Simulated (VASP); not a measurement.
Here is a VASP 6.6.1 calculation.

The input INCAR:

```
ALGO     = Normal         # electronic algorithm
EDIFF    = 1E-6           # SCF threshold, eV
ENCUT    = 520            # plane-wave cutoff, eV
GGA      = PS             # functional
ISIF     = 2              # what is computed and relaxed
ISMEAR   = 0              # smearing method
LASPH    = T              # aspherical terms in the spheres
LCHARG   = T              # write CHGCAR
LELF     = T              # ELF
LREAL    = F              # projectors in reciprocal space
LVHAR    = T            
LWAVE    = F              # write WAVECAR
NBANDS   = 49             # bands
NELM     = 100            # most SCF steps
PREC     = Accurate       # precision mode
SIGMA    = 0.05           # smearing width, eV
```

KPOINTS

```
k-points
0
Gamma
  12 12 1
```

POSCAR

```
WSe2
1.0
    3.1727757741      0.0000000000      0.0000000000
   -1.5863878870      2.7477044209      0.0000000000
    0.0000000000      0.0000000000     28.3092078968
W Se
3 6
Direct
    0.6666666667      0.3333333333      0.0000000000
    0.3333333333      0.6666666667      0.7734641576
    0.3333333333      0.6666666667      0.2265358424
    0.3333333333      0.6666666667      0.0573689705
    0.6666666667      0.3333333333      0.8308403050
    0.6666666667      0.3333333333      0.2838341585
    0.3333333333      0.6666666667      0.9426310295
    0.6666666667      0.3333333333      0.7161658415
    0.6666666667      0.3333333333      0.1691596950
```

Potentials or basis: VASP PAW PBE potentials, release 64 (W_sv, Se).

Command:

```bash
$ cat potpaw_PBE.64/W_sv/POTCAR potpaw_PBE.64/Se/POTCAR > POTCAR
$ mpirun -np 1 vasp_std > vasp.out
```

Q: Predict the band gap on the k mesh.

A: 1.24 eV (least direct gap 1.84 eV).

Q: Estimate the largest force.

A: 1.904 eV/Å.

Forces on the atoms (eV/Å):
```
W    0.000  0.000  0.000
W    0.000  0.000 -0.006
W    0.000  0.000  0.006
Se   0.000  0.000  1.853
Se   0.000  0.000  1.855
Se   0.000  0.000  1.904
Se   0.000  0.000 -1.853
Se   0.000  0.000 -1.904
Se   0.000  0.000 -1.855
```

Caveat: the cell differs from its parent crystal (strain -0.030 along x and y, -0.030 along z); the PAW data sets were made with another functional, which shifts forces and pressure a little; spin-orbit coupling is left out, which moves the levels of the heavy elements.
